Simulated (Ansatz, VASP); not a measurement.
**InAs in VASP and in Ansatz**

```
CELL_PARAMETERS angstrom
0.00000 3.05459 3.05459
3.05459 0.00000 3.05459
3.05459 3.05459 0.00000
ATOMIC_POSITIONS crystal
In 0.00000 0.00000 0.00000
As 0.25000 0.25000 0.25000
```

Alike in both runs: task single point; functional PBE; k mesh 6 × 6 × 6; occupations gaussian, width 0.001 eV; no spin polarisation.

```csv
,VASP,Ansatz
version,VASP 6.6.1,Ansatz 0.2.0
potentials or method,"VASP PAW PBE potentials, release 64 (In_d, As)",plane waves
plane-wave cutoff (eV),520,420
valence electrons in the cell,18,28
```

```csv
,VASP,Ansatz,Ansatz less VASP
pressure (GPa),2.1,2.1,-0.05
```

The functional is the same, so the differences come from potentials, cutoffs and numerics. VASP's potentials hold 18 valence electrons a cell and Ansatz's 28, so a difference there can come from the potentials and not from the codes.
